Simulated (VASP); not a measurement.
# OH2 in VASP: a series of runs

The runs below take OH2 through single point, with PBE+D3(BJ).

Everything below comes from runs of VASP 6.6.1. Logs are shortened: lines on timing, memory, paths and dates and some standing lists are left out, and cuts for length are marked.

## Step 1: The cell of the first run

The cell holds a molecule in a box, 3 atoms: a = 7.175 Å, b = 6.327 Å, c = 23.281 Å, α = 90.00°, β = 90.00°, γ = 90.00°.

## Step 2: Single point, PBE+D3(BJ)

INCAR reads:

```
SYSTEM = H2O
  PREC = Accurate
  ENCUT = 520
  EDIFF = 1E-6
  ISMEAR = 0
  SIGMA = 0.05
  LREAL = .FALSE.
  LASPH = .TRUE.
  NELM = 80
  ALGO = Normal
  ISIF = 2
  LWAVE = .FALSE.
  LCHARG = .FALSE.
  LDIPOL = .TRUE.
  IDIPOL = 3
  DIPOL = 0.5 0.5 0.614
  GGA = PE
  IVDW = 12
  NBANDS = 11
```

KPOINTS reads:

```
regular mesh
0
G
  2 3 1
  0 0 0
```

POSCAR reads:

```
H2O
1.0
    7.1747300941      0.0000000000      0.0000000000
    0.0000000000      6.3274197381      0.0000000000
    0.0000000000      0.0000000000     23.2811884666
O H
1 2
Direct
    0.4844796352     -0.3511794407      0.6134152465
    0.3551066166     -0.3958010476      0.6174098528
    0.4810891807     -0.1947475007      0.6101857424
```

Potentials or basis: VASP PAW PBE potentials, release 64 (O, H).

Started as:

```console
> cat potpaw_PBE.64/O/POTCAR potpaw_PBE.64/H/POTCAR > POTCAR
> mpirun -np 1 vasp_std > vasp.out
```

OUTCAR:

```text
SYSTEM = H2O
   PREC = Accurate
   ENCUT = 520
   EDIFF = 1E-6
   ISMEAR = 0
   LREAL = .FALSE.
   LASPH = .TRUE.
   NELM = 80
   ISIF = 2
   GGA = PE
   IVDW = 12
 IVDW          = 12

 ion  position               nearest neighbor table
   1  0.484  0.649  0.613-   2 0.97   3 0.99
   2  0.355  0.604  0.617-   1 0.97
   3  0.481  0.805  0.610-   1 0.99

  LATTYP: Found a simple orthorhombic cell.
 ALAT       =     6.3274197381
 B/A-ratio  =     1.1339108817
 C/A-ratio  =     3.6794126880

  Lattice vectors:

 A1 = (   0.0000000000,  -6.3274197381,   0.0000000000)
 A2 = (   7.1747300941,   0.0000000000,   0.0000000000)
 A3 = (   0.0000000000,   0.0000000000,  23.2811884666)

Analysis of symmetry for initial positions (statically):
=====================================================================
 Subroutine PRICEL returns:
 Original cell was already a primitive cell.

 Routine SETGRP: Setting up the symmetry group for a
 simple orthorhombic supercell.

 Subroutine GETGRP returns: Found  1 space group operations
 (whereof  1 operations were pure point group operations)
 out of a pool of  8 trial point group operations.

The static configuration has the point symmetry C_1 .

Analysis of symmetry for dynamics (positions and initial velocities):
=====================================================================
 Subroutine PRICEL returns:
 Original cell was already a primitive cell.

 Routine SETGRP: Setting up the symmetry group for a
 simple orthorhombic supercell.

 Subroutine GETGRP returns: Found  1 space group operations
 (whereof  1 operations were pure point group operations)
 out of a pool of  8 trial point group operations.

The dynamic configuration has the point symmetry C_1 .

 Subroutine INISYM returns: Found  1 space group operations
 (whereof  1 operations are pure point group operations),
 and found     1 'primitive' translations

----------------------------------------------------------------------------------------

                                     Primitive cell

  volume of cell :    1056.9084

  direct lattice vectors                    reciprocal lattice vectors
     7.174730094  0.000000000  0.000000000     0.139378065  0.000000000  0.000000000
     0.000000000  6.327419738  0.000000000     0.000000000  0.158042305  0.000000000
     0.000000000  0.000000000 23.281188467     0.000000000  0.000000000  0.042953134

  length of vectors
     7.174730094  6.327419738 23.281188467     0.139378065  0.158042305  0.042953134

  position of ions in fractional coordinates (direct lattice)
     0.484479635  0.648820559  0.613415246
     0.355106617  0.604198952  0.617409853
     0.481089181  0.805252499  0.610185742

  ion indices of the primitive-cell ions
   primitive index   ion index
                 1           1
                 2           2
                 3           3

----------------------------------------------------------------------------------------

 KPOINTS: regular mesh

Automatic generation of k-mesh.
 Grid dimensions read from file:
 generate k-points for:    2    3    1

 Generating k-lattice:

  Cartesian coordinates                     Fractional coordinates (reciprocal lattice)
     0.069689033  0.000000000  0.000000000     0.500000000  0.000000000  0.000000000
     0.000000000  0.052680768  0.000000000     0.000000000  0.333333333  0.000000000
     0.000000000  0.000000000  0.042953134     0.000000000  0.000000000  1.000000000

  Length of vectors
     0.069689033  0.052680768  0.042953134

  Shift w.r.t. Gamma in fractional coordinates (k-lattice)
     0.000000000  0.000000000  0.000000000

 Subroutine IBZKPT returns following result:
 ===========================================

 Found      4 irreducible k-points:

 Following reciprocal coordinates:
            Coordinates               Weight
  0.000000  0.000000  0.000000      1.000000
  0.500000  0.000000  0.000000      1.000000
  0.000000  0.333333  0.000000      2.000000
  0.500000  0.333333  0.000000      2.000000
   k-points           NKPTS =      4   k-points in BZ     NKDIM =      4   number of bands    NBANDS=     11
   number of dos      NEDOS =    301   number of ions     NIONS =      3
   total plane-waves  NPLWV = 466560
   dimension x,y,z NGX =    54 NGY =   48 NGZ =  180
   dimension x,y,z NGXF=   108 NGYF=   96 NGZF=  360
   ions per type =               1   2
   NGX,Y,Z   is equivalent  to a cutoff of  12.51, 12.61, 12.85 a.u.
   NGXF,Y,Z  is equivalent  to a cutoff of  25.02, 25.22, 25.71 a.u.
 SYSTEM =  H2O
   PREC   = accura    normal or accurate (medium, high low for compatibility)
   ISTART =      0    job   : 0-new  1-cont  2-samecut
   ICHARG =      2    charge: 1-file 2-atom 10-const
   ISPIN  =      1    spin polarized calculation?
   LNONCOLLINEAR =      F non collinear calculations
   LSORBIT =      F    spin-orbit coupling
   LASPH  =      T    aspherical Exc in radial PAW
   ENCUT  =  520.0 eV  38.22 Ry    6.18 a.u.  13.34 11.76 43.29*2*pi/ulx,y,z
   NELM   =     80;   NELMIN=  2; NELMDL= -5     # of ELM steps
   EDIFF  = 0.1E-05   stopping-criterion for ELM
   LREAL  =      F    real-space projection
   EDIFFG = 0.1E-04   stopping-criterion for IOM
   NSW    =      0    number of steps for IOM
   IBRION =     -1    ionic relax: 0-MD 1-quasi-New 2-CG
   NFREE  =      0    steps in history (QN), initial steepest desc. (CG)
   ISIF   =      2    stress and relaxation
   ISYM   =      2    0-nonsym 1-usesym 2-fastsym
   POTIM  = 0.5000    time-step for ionic-motion
   TEBEG  =    0.0;   TEEND  =   0.0 temperature during run
   PSTRESS=    0.0 pullay stress
   NELECT =       8.0000    total number of electrons
   NUPDOWN=      -1.0000    fix difference up-down
   EMIN   =  10.00;   EMAX   =-10.00  energy-range for DOS
   EFERMI =   0.00;   METHOD = LEGACY
   ISMEAR =     0;   SIGMA  =   0.05  broadening in eV -4-tet -1-fermi 0-gaus
   EFERMI_NEDOS =   21; number of points for ismear=-14 and -15
   IALGO  =     38    algorithm
   IMIX   =      4    mixing-type and parameters
     AMIX     =   0.40;   BMIX     =  1.00
     AMIX_MAG =   1.60;   BMIX_MAG =  1.00
  volume/ion in A,a.u.               =     352.30      2377.46
  Fermi-wavevector in a.u.,A,eV,Ry     =   0.321434  0.607423  1.405755  0.103320
  Thomas-Fermi vector in A             =   1.208927
   LORBIT       =      0    0 simple, 1 ext, 2 COOP (PROOUT), +10 PAW based schemes
   GGA     = PE    functional components
   LHFCALC =     F    Hartree Fock is set to
   AEXX    =    0.0000 exact exchange contribution
   IVDW    =    12    specifies the selected vdW correction
   LEPSILON=     F    determine dielectric tensor
   LRPA    =     F    only Hartree local field effects (RPA)
 non-spin polarized calculation
 Gauss-broadening in eV      SIGMA  =   0.05
  energy-cutoff  :      520.00
  volume of cell :     1056.91
 maximum number of plane-waves:     28482
 NGX is ok and might be reduce to    54
   NGX = 27   NGY = 23   NGZ = 87

 dipolmoment           0.000000      0.000000      0.000000 electrons x Angstroem

 number of electron       8.0000002 magnetization

 dipolmoment           0.000000      0.000000     -0.005611 electrons x Angstroem

 Free energy of the ion-electron system (eV)
  ---------------------------------------------------
  ext. energy  EPLUGINS =         0.00000000
  ---------------------------------------------------
  free energy    TOTEN  =       -14.23402987 eV

  energy without entropy =      -14.23402987  energy(sigma->0) =      -14.23402987

 E-fermi :  -6.8817     XC(G=0):  -0.5038

 val. band max:       -7.1686014307   @ k =   0.5000   0.3333   0.0000
 cond. band min:      -1.3752151246   @ k =   0.0000   0.0000   0.0000
 fundamental gap:      5.7933863061
 Fermi energy:        -6.8816637635

 k-point     1 :       0.0000    0.0000    0.0000
  band No.  band energies     occupation
      1     -25.1202      2.00000
      2     -13.0215      2.00000
      3      -9.1797      2.00000
      4      -7.1699      2.00000
      5      -1.3752      0.00000
      6       0.1346      0.00000
      7       0.1670      0.00000
      8       0.8020      0.00000
      9       0.8830      0.00000
     10       1.3315      0.00000
     11       1.8416      0.00000

 k-point     2 :       0.5000    0.0000    0.0000
  band No.  band energies     occupation
      1     -25.1202      2.00000
      2     -13.0217      2.00000
      3      -9.1809      2.00000
      4      -7.1696      2.00000
      5      -1.0600      0.00000
      6       0.1405      0.00000
      7       0.7615      0.00000
      8       0.8771      0.00000
      9       0.9288      0.00000
     10       0.9437      0.00000
     11       1.4708      0.00000

 k-point     3 :       0.0000    0.3333    0.0000
  band No.  band energies     occupation
      1     -25.1201      2.00000
      2     -13.0231      2.00000
      3      -9.1818      2.00000
      4      -7.1689      2.00000
      5      -0.9878      0.00000
      6       0.4641      0.00000
      7       0.5491      0.00000
      8       0.6055      0.00000
      9       1.2308      0.00000
     10       1.2898      0.00000
     11       1.7751      0.00000

 k-point     4 :       0.5000    0.3333    0.0000
  band No.  band energies     occupation
      1     -25.1201      2.00000
      2     -13.0232      2.00000
      3      -9.1831      2.00000
      4      -7.1686      2.00000
      5      -0.6818      0.00000
      6       0.4511      0.00000
      7       1.0030      0.00000
      8       1.1662      0.00000
      9       1.2985      0.00000
     10       1.3501      0.00000
     11       1.3641      0.00000

------------------------ aborting loop because EDIFF is reached ----------------------------------------

 vacuum level on the upper side and lower side of the slab       (xc-potential included)        -0.044        -0.026

 Edisp (eV)   -0.01068

 E8    (eV) :    -0.0024

  FORCE on cell =-STRESS in cart. coord.  units (eV):
  Direction    XX          YY          ZZ          XY          YZ          ZX
  --------------------------------------------------------------------------------------
  -------------------------------------------------------------------------------------
  Total      -0.18672    -1.12849    -0.06759    -0.15638     0.09331     0.01808
  in kB      -0.28305    -1.71069    -0.10247    -0.23706     0.14145     0.02741
  external pressure =       -0.70 kB  Pullay stress =        0.00 kB

 VOLUME and BASIS-vectors are now :
 -----------------------------------------------------------------------------
  energy-cutoff  :      520.00
  volume of cell :     1056.91
      direct lattice vectors                 reciprocal lattice vectors
     7.174730094  0.000000000  0.000000000     0.139378065  0.000000000  0.000000000
     0.000000000  6.327419738  0.000000000     0.000000000  0.158042305  0.000000000
     0.000000000  0.000000000 23.281188467     0.000000000  0.000000000  0.042953134

 POSITION                                       TOTAL-FORCE (eV/Angst)
 -----------------------------------------------------------------------------------
      3.47601      4.10536     14.28104         0.004624      0.807914     -0.062047
      2.54779      3.82302     14.37404         0.106465      0.194349     -0.022740
      3.45169      5.09517     14.20585        -0.111088     -1.002263      0.084787
 -----------------------------------------------------------------------------------
    total drift:                                0.000689      0.000341      0.000304

  FREE ENERGIE OF THE ION-ELECTRON SYSTEM (eV)
  ---------------------------------------------------
  free  energy   TOTEN  =       -14.2447050061 eV

  energy  without entropy=      -14.2447050061  energy(sigma->0) =      -14.24470501

 vacuum level on the upper side and lower side of the slab         0.056         0.079
```

Wall time 1.8 min (1 thread of Intel Xeon Platinum 8488C (Sapphire Rapids), shared host); peak memory 0.86 GiB.

What came out:

```yaml
Free_energy: -14.2447 eV
Largest_force: 1.012 eV/Å
Gap_between_the_frontier_levels: 5.79 eV, indirect (the least direct gap lies 1.3 meV higher)
Dispersion_energy_per_atom: -0.004 eV
```

Forces on the atoms (eV/Å):
```
O    0.005  0.808 -0.062
H    0.106  0.194 -0.023
H   -0.111 -1.002  0.085
```

Levels at points of the mesh, in eV from the valence-band top:
```csv
k point,band 1,band 2,band 3,band 4,band 5,band 6,band 7,band 8
"(0.00, 0.00, 0.00)",-17.95,-5.85,-2.01,0.00,5.79,7.30,7.34,7.97
"(0.50, 0.00, 0.00)",-17.95,-5.85,-2.01,0.00,6.11,7.31,7.93,8.05
```

Caveat: the k points lie up to 0.44 Å⁻¹ apart.

## Step 3: Single point, PBE+D3(BJ)

Changes to INCAR since step 2:

```diff
@@ -2,3 +2,3 @@
   PREC = Accurate
-  ENCUT = 520
+  ENCUT = 910
   EDIFF = 1E-6
@@ -8,3 +8,3 @@
   LASPH = .TRUE.
-  NELM = 80
+  NELM = 120
   ALGO = Normal
@@ -19 +19,3 @@
   NBANDS = 11
+  GGA_COMPAT = .FALSE.
+  NELMDL = -8
```

KPOINTS is that of step 2.

POSCAR is that of step 2.

Potentials or basis: VASP PAW PBE potentials, release 64 (O_h, H_h).

Started as:

```console
> cat potpaw_PBE.64/O_h/POTCAR potpaw_PBE.64/H_h/POTCAR > POTCAR
> mpirun -np 1 vasp_std > vasp.out
```

It took 3.7 min on 1 thread of Intel Xeon Platinum 8488C (Sapphire Rapids), shared host; peak memory 1.7 GiB.

It converged, with:

```yaml
Free_energy: -14.2994 eV
Largest_force: 1.105 eV/Å
Gap_between_the_frontier_levels: 5.81 eV, indirect (the least direct gap lies 1.3 meV higher)
Dispersion_energy_per_atom: -0.004 eV
```

Forces in eV/Å, atoms in the order of the input:
```
O   -0.061  0.838 -0.060
H    0.199  0.254 -0.034
H   -0.139 -1.092  0.094
```

Levels at points of the mesh, in eV from the valence-band top:
| k point | band 2 | band 3 | band 4 | band 5 | band 6 | band 7 |
| --- | --- | --- | --- | --- | --- | --- |
| (0.00, 0.00, 0.00) | -5.83 | -2.05 | 0.00 | 5.81 | 7.31 | 7.34 |
| (0.50, 0.00, 0.00) | -5.83 | -2.05 | 0.00 | 6.13 | 7.32 | 7.94 |

Caveat: the k points lie up to 0.44 Å⁻¹ apart; the cutoff is under 1.25 times the usual one of these potentials, so pressure, stress and relaxed cells hold a basis-set (Pulay) error.
